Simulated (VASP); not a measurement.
# Ca (P6_3/mmc) in VASP: notebook, part 2 of 2

VASP 6.6.1.

### 3 Single point, PBEsol (45.60 Å³/atom)

This run uses another cell than the first one, of 45.60 Å³/atom.

INCAR reads:

```
SYSTEM = Ca
ALGO = Normal ; EDIFF = 1E-7
ENCUT = 520 ; GGA = PS
ISIF = 2 ; ISMEAR = -1
LASPH = .True. ; LCHARG = .False.
LREAL = .False. ; LWAVE = .False.
NBANDS = 28 ; NELM = 60
PREC = Accurate ; SIGMA = 0.1
```

KPOINTS reads:

```
k-points
0
Gamma
  11 11 3
  0 0 0
```

POSCAR reads:

```
Ca
1.0
    4.0030239330      0.0000000000      0.0000000000
   -2.0015119665      3.4667204179      0.0000000000
    0.0000000000      0.0000000000     13.1429282484
Ca
4
Direct
    1.0000000000      0.0000000000      1.0000000000
    1.0000000000      0.0000000000      0.5000000000
    0.3333333333      0.6666666667      0.2500000000
    0.6666666667      0.3333333333      0.7500000000
```

Potentials or basis: VASP PAW PBE potentials, release 64 (Ca_sv).

Command:

```sh
$ cat potpaw_PBE.64/Ca_sv/POTCAR > POTCAR
$ mpirun -np 1 vasp_std > vasp.out
```

OUTCAR:

```text
SYSTEM = Ca
   EDIFF = 1E-7
   ENCUT = 520
   GGA = PS
   ISIF = 2
   ISMEAR = -1
   LASPH = .True.
   LREAL = .False.
   NELM = 60
   PREC = Accurate

 ion  position               nearest neighbor table
   1  0.000  0.000  0.000-
   2  0.000  0.000  0.500-
   3  0.333  0.667  0.250-
   4  0.667  0.333  0.750-

  LATTYP: Found a hexagonal cell.
 ALAT       =     4.0030239330
 C/A-ratio  =     3.2832499801

  Lattice vectors:

 A1 = (   4.0030239330,   0.0000000000,   0.0000000000)
 A2 = (  -2.0015119665,   3.4667204179,   0.0000000000)
 A3 = (   0.0000000000,   0.0000000000,  13.1429282484)

Analysis of symmetry for initial positions (statically):
=====================================================================
 Subroutine PRICEL returns:
 Original cell was already a primitive cell.

 Routine SETGRP: Setting up the symmetry group for a
 hexagonal supercell.

 Subroutine GETGRP returns: Found 24 space group operations
 (whereof 12 operations were pure point group operations)
 out of a pool of 24 trial point group operations.

The static configuration has the point symmetry D_3d.
 The point group associated with its full space group is D_6h.

Analysis of symmetry for dynamics (positions and initial velocities):
=====================================================================
 Subroutine PRICEL returns:
 Original cell was already a primitive cell.

 Routine SETGRP: Setting up the symmetry group for a
 hexagonal supercell.

 Subroutine GETGRP returns: Found 24 space group operations
 (whereof 12 operations were pure point group operations)
 out of a pool of 24 trial point group operations.

The dynamic configuration has the point symmetry D_3d.
 The point group associated with its full space group is D_6h.

 Subroutine INISYM returns: Found 24 space group operations
 (whereof 12 operations are pure point group operations),
 and found     1 'primitive' translations

----------------------------------------------------------------------------------------

                                     Primitive cell

  volume of cell :     182.3892

  direct lattice vectors                    reciprocal lattice vectors
     4.003023933  0.000000000  0.000000000     0.249811147  0.144228533  0.000000000
    -2.001511966  3.466720418  0.000000000     0.000000000  0.288457066  0.000000000
     0.000000000  0.000000000 13.142928248     0.000000000  0.000000000  0.076086545

  length of vectors
     4.003023933  4.003023933 13.142928248     0.288457066  0.288457066  0.076086545

  position of ions in fractional coordinates (direct lattice)
     0.000000000  0.000000000  0.000000000
     0.000000000  0.000000000  0.500000000
     0.333333333  0.666666667  0.250000000
     0.666666667  0.333333333  0.750000000

  ion indices of the primitive-cell ions
   primitive index   ion index
                 1           1
                 2           2
                 3           3
                 4           4

----------------------------------------------------------------------------------------

 KPOINTS: k-points

Automatic generation of k-mesh.
 Grid dimensions read from file:
 generate k-points for:   11   11    3

 Generating k-lattice:

  Cartesian coordinates                     Fractional coordinates (reciprocal lattice)
     0.022710104  0.013111685  0.000000000     0.090909091  0.000000000  0.000000000
     0.000000000  0.026223370  0.000000000     0.000000000  0.090909091  0.000000000
     0.000000000  0.000000000  0.025362182     0.000000000  0.000000000  0.333333333

  Length of vectors
     0.026223370  0.026223370  0.025362182

  Shift w.r.t. Gamma in fractional coordinates (k-lattice)
     0.000000000  0.000000000  0.000000000

 Subroutine IBZKPT returns following result:
 ===========================================

 Found     32 irreducible k-points:

 Following reciprocal coordinates:
            Coordinates               Weight
  0.000000  0.000000  0.000000      1.000000
  0.090909 -0.000000  0.000000      6.000000
  0.181818 -0.000000  0.000000      6.000000
  0.272727  0.000000  0.000000      6.000000
  0.363636 -0.000000  0.000000      6.000000
  0.454545 -0.000000  0.000000      6.000000
[... 16 lines left out ...]
  0.090909  0.090909  0.333333     12.000000
  0.181818  0.090909  0.333333     24.000000
 [... further k-points ...]
   k-points           NKPTS =     32   k-points in BZ     NKDIM =     32   number of bands    NBANDS=     28
   number of dos      NEDOS =    301   number of ions     NIONS =      4
   total plane-waves  NPLWV =  88200
   dimension x,y,z NGX =    30 NGY =   30 NGZ =   98
   dimension x,y,z NGXF=    60 NGYF=   60 NGZF=  196
   ions per type =               4
   NGX,Y,Z   is equivalent  to a cutoff of  12.46, 12.46, 12.40 a.u.
   NGXF,Y,Z  is equivalent  to a cutoff of  24.92, 24.92, 24.79 a.u.
 SYSTEM =  Ca
   PREC   = accura    normal or accurate (medium, high low for compatibility)
   ISTART =      0    job   : 0-new  1-cont  2-samecut
   ICHARG =      2    charge: 1-file 2-atom 10-const
   ISPIN  =      1    spin polarized calculation?
   LNONCOLLINEAR =      F non collinear calculations
   LSORBIT =      F    spin-orbit coupling
   LASPH  =      T    aspherical Exc in radial PAW
   ENCUT  =  520.0 eV  38.22 Ry    6.18 a.u.   7.44  7.44 24.44*2*pi/ulx,y,z
   NELM   =     60;   NELMIN=  2; NELMDL= -5     # of ELM steps
   EDIFF  = 0.1E-06   stopping-criterion for ELM
   LREAL  =      F    real-space projection
   EDIFFG = 0.1E-05   stopping-criterion for IOM
   NSW    =      0    number of steps for IOM
   IBRION =     -1    ionic relax: 0-MD 1-quasi-New 2-CG
   NFREE  =      0    steps in history (QN), initial steepest desc. (CG)
   ISIF   =      2    stress and relaxation
   ISYM   =      2    0-nonsym 1-usesym 2-fastsym
   POTIM  = 0.5000    time-step for ionic-motion
   TEBEG  =    0.0;   TEEND  =   0.0 temperature during run
   PSTRESS=    0.0 pullay stress
   NELECT =      40.0000    total number of electrons
   NUPDOWN=      -1.0000    fix difference up-down
   EMIN   =  10.00;   EMAX   =-10.00  energy-range for DOS
   EFERMI =   0.00;   METHOD = LEGACY
   ISMEAR =    -1;   SIGMA  =   0.10  broadening in eV -4-tet -1-fermi 0-gaus
   EFERMI_NEDOS =   21; number of points for ismear=-14 and -15
   IALGO  =     38    algorithm
   IMIX   =      4    mixing-type and parameters
     AMIX     =   0.40;   BMIX     =  1.00
     AMIX_MAG =   1.60;   BMIX_MAG =  1.00
  volume/ion in A,a.u.               =      45.60       307.71
  Fermi-wavevector in a.u.,A,eV,Ry     =   0.987253  1.865638 13.261169  0.974668
  Thomas-Fermi vector in A             =   2.118693
   LORBIT       =      0    0 simple, 1 ext, 2 COOP (PROOUT), +10 PAW based schemes
   GGA     = PS    functional components
   LHFCALC =     F    Hartree Fock is set to
   AEXX    =    0.0000 exact exchange contribution
   IVDW    =     0    specifies the selected vdW correction
   LEPSILON=     F    determine dielectric tensor
   LRPA    =     F    only Hartree local field effects (RPA)
 non-spin polarized calculation
  energy-cutoff  :      520.00
  volume of cell :      182.39
 maximum number of plane-waves:      4987
 NGX is ok and might be reduce to    30
   NGX = 15   NGY = 15   NGZ = 49

 number of electron      40.0000008 magnetization

 Free energy of the ion-electron system (eV)
  ---------------------------------------------------
  ext. energy  EPLUGINS =         0.00000000
  ---------------------------------------------------
  free energy    TOTEN  =        -8.50210231 eV

  energy without entropy =       -8.33169851  energy(sigma->0) =       -8.41690041

 E-fermi :   1.6098     XC(G=0):  -7.5676

 val. band max:        1.6066106640   @ k =   0.4545   0.0909   0.0000
 cond. band min:       1.6169241185   @ k =   0.3636   0.2727   0.0000
 fundamental gap:      0.0103134546
 Fermi energy:         1.6097593109

 k-point     1 :       0.0000    0.0000    0.0000
  band No.  band energies     occupation
      1     -40.4141      2.00000
      2     -40.4116      2.00000
      3     -40.4055      2.00000
      4     -40.4030      2.00000
      5     -21.5150      2.00000
      6     -21.4654      2.00000
[... 20 lines left out ...]
     27       3.7951      0.00000
     28       3.8920      0.00000
[... 683 lines left out ...]
 k-point    24 :       0.1818    0.0909    0.3333
  band No.  band energies     occupation
      1     -40.4098      2.00000
      2     -40.4090      2.00000
      3     -40.4019      2.00000
      4     -40.4011      2.00000
      5     -21.4952      2.00000
      6     -21.4880      2.00000
[... 20 lines left out ...]
     27       3.6702      0.00000
     28       3.7667      0.00000

 [... further k-points ...]
[... 5 lines left out ...]
  --------------------------------------------------------------------------------------
  -------------------------------------------------------------------------------------
  Total       -1.8857611     -1.8857611     -1.9775422      0.0000000      0.0000000      0.0000000
  in kB      -16.5652547    -16.5652547    -17.3714951      0.0000000      0.0000000      0.0000000
  external PRESSURE =     -16.8340015 kB  Pullay stress =       0.0000000 kB

 VOLUME and BASIS-vectors are now :
 -----------------------------------------------------------------------------
  energy-cutoff  :      520.00
  volume of cell :      182.39
      direct lattice vectors                 reciprocal lattice vectors
     4.003023933  0.000000000  0.000000000     0.249811147  0.144228533  0.000000000
    -2.001511966  3.466720418  0.000000000     0.000000000  0.288457066  0.000000000
     0.000000000  0.000000000 13.142928248     0.000000000  0.000000000  0.076086545

 POSITION                                       TOTAL-FORCE (eV/Angst)
 -----------------------------------------------------------------------------------
      0.00000      0.00000      0.00000        -0.000000     -0.000000      0.000000
      0.00000      0.00000      6.57146        -0.000000     -0.000000      0.000000
     -0.00000      2.31115      3.28573        -0.000000      0.000000      0.000000
      2.00151      1.15557      9.85720         0.000000      0.000000     -0.000000
 -----------------------------------------------------------------------------------
    total drift:                               -0.000000      0.000000      0.000000

  FREE ENERGIE OF THE ION-ELECTRON SYSTEM (eV)
  ---------------------------------------------------
  free  energy   TOTEN  =        -8.5021023143 eV

  energy  without entropy=       -8.3316985133  energy(sigma->0) =       -8.41690041
```

It took 3.9 min on 1 thread of Oxide Virtual Turin-like, shared host; peak memory 0.29 GiB.

Results:

```
Free energy            : -8.5021 eV
Pressure               : -1.7 GPa
Band gap on the k mesh : zero (bands 20 and 21 overlap by 0.45 eV)
```

Stress tensor (GPa, compression positive):
```
-1.66  0.00  0.00
 0.00 -1.66  0.00
 0.00  0.00 -1.74
```

Caveat: the PAW data sets were made with another functional, which shifts forces and pressure a little.
